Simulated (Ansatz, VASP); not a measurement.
One calculation of EuMn, two programs

```
Eu Mn
1.0
     3.75956    0.00000    0.00000
     0.00000    3.75956    0.00000
     0.00000    0.00000    3.75956
Eu Mn
1 1
Direct
  0.00000 0.00000 0.00000
  0.50000 0.50000 0.50000
```

Alike in both runs: task single point; functional PBE; k mesh 8 × 8 × 8; occupations gaussian, width 0.05 eV; collinear spin; Hubbard terms Eu f U = 2.0 eV.

|  | VASP | Ansatz |
| --- | --- | --- |
| version | VASP 6.6.1 | Ansatz 0.2.0 |
| potentials or method | VASP PAW PBE potentials, release 64 (Eu, Mn_pv), cutoff 520 eV | scalar-relativistic, plane waves, PAW |
| valence electrons in the cell | 30 | 32 |

VASP gave:

| Item | Value |
| --- | --- |
| gap on the k mesh at the Fermi level (eV) | none |
| pressure (GPa) | -1.6 |
| net moment per atom (μB) | 1.70 |
| size of the moment on the site where the two differ most (μB) | 6.70 |

What did Ansatz give for the same quantities?

gap on the k mesh at the Fermi level (eV): none; pressure (GPa): -1.4; net moment per atom (μB): 1.72; size of the moment on the site where the two differ most (μB): 6.96.

Site moments also hang on the region over which each program counts them. The programs project onto different local orbitals, so the same U acts differently, and such runs can settle in different states. A gap of «none» marks a metal or a gap that the smearing closes. VASP's potentials hold 30 valence electrons a cell and Ansatz's 32, so a difference there can come from the potentials and not from the codes. Ansatz's warnings: filled band counts differ across k points.

Neither program's run includes spin-orbit coupling.
